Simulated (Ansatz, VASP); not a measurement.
One calculation of AlGa3P4, two programs

```
Al Ga P
1.0
     5.49826    0.00000    0.00000
     0.00000    5.49826    0.00000
     0.00000    0.00000    5.49826
Al Ga P
1 3 4
Direct
  0.00000 0.00000 0.00000
  0.50000 0.00000 0.50000
  0.50000 0.50000 0.00000
  0.00000 0.50000 0.50000
  0.75047 0.24953 0.24953
  0.75047 0.75047 0.75047
  0.24953 0.24953 0.75047
  0.24953 0.75047 0.24953
```

Alike in both runs: task relaxation of cell and atoms; functional PBE; k mesh 6 × 6 × 6; occupations gaussian, width 0.02 eV; no spin polarisation.

|  | VASP | Ansatz |
| --- | --- | --- |
| version | VASP 6.6.1 | Ansatz 0.2.0 |
| potentials or method | VASP PAW PBE potentials, release 64 (Al, Ga_d, P), cutoff 600 eV | scalar-relativistic, plane waves, PAW |
| valence electrons in the cell | 62 | 62 |

|  | VASP | Ansatz | Ansatz less VASP |
| --- | --- | --- | --- |
| gap on the k mesh at the Fermi level, each at its own relaxed structure (eV) | 1.64 | 1.64 | +0.001 |
| relaxed volume (Å³/atom) | 20.87 | 20.88 | +0.010 |
| relaxed length of the cell vector where the two differ most in proportion (Å) | 5.506 | 5.507 | +0.0009 |
